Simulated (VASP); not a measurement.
Write the native input for VASP 6.6.1 that does the following.

| Item | Value |
| --- | --- |
| Task | single point |
| Functional | PBEsol |
| Potentials or basis | VASP PAW PBE potentials, release 64 (Br, K_sv) |
| Cutoff | 520 eV |
| k mesh | 7 × 7 × 7 |
| Occupations | fermi-dirac, width 0.05 eV |
| Spin | no spin polarisation |
| Dipole correction | no |
| Further INCAR settings | ALGO = Normal; EDIFF = 1e-07; NBANDS = 15 |

The structure of KBr lies in POSCAR:

```
KBr
1.0
    0.0000000000      2.8299461756      2.8299461756
    2.8299461756      0.0000000000      2.8299461756
    2.8299461756      2.8299461756      0.0000000000
Br K
1 1
Direct
    0.5000000000      0.5000000000      0.5000000000
    0.0000000000      0.0000000000      0.0000000000
```

The input as run:

INCAR

```
PREC = Accurate ; ENCUT = 520
EDIFF = 1E-7 ; ISMEAR = -1
SIGMA = 0.05 ; LREAL = F
LASPH = T ; NELM = 80
ALGO = Normal ; ISIF = 2
LWAVE = F ; LCHARG = T
GGA = PS ; LELF = T
LVHAR = T ; NBANDS = 15
```

KPOINTS

```
regular mesh
0
Gamma
  7 7 7
```

Potentials or basis: VASP PAW PBE potentials, release 64 (Br, K_sv).

Run with:

```sh
$ cat potpaw_PBE.64/Br/POTCAR potpaw_PBE.64/K_sv/POTCAR > POTCAR
$ mpirun -np 1 vasp_std > vasp.out
```

It gave:

```json
{
 "Pressure": "20.4 GPa",
 "Band gap on the k mesh": "4.63 eV, indirect (least direct gap 5.04 eV)"
}
```

Caveat: the PAW data sets were made with another functional, which shifts forces and pressure a little.

It took 28 s on 1 thread of AMD EPYC 7R43 64-Core Processor (Zen 3) (shared host), peak memory 0.12 GiB.
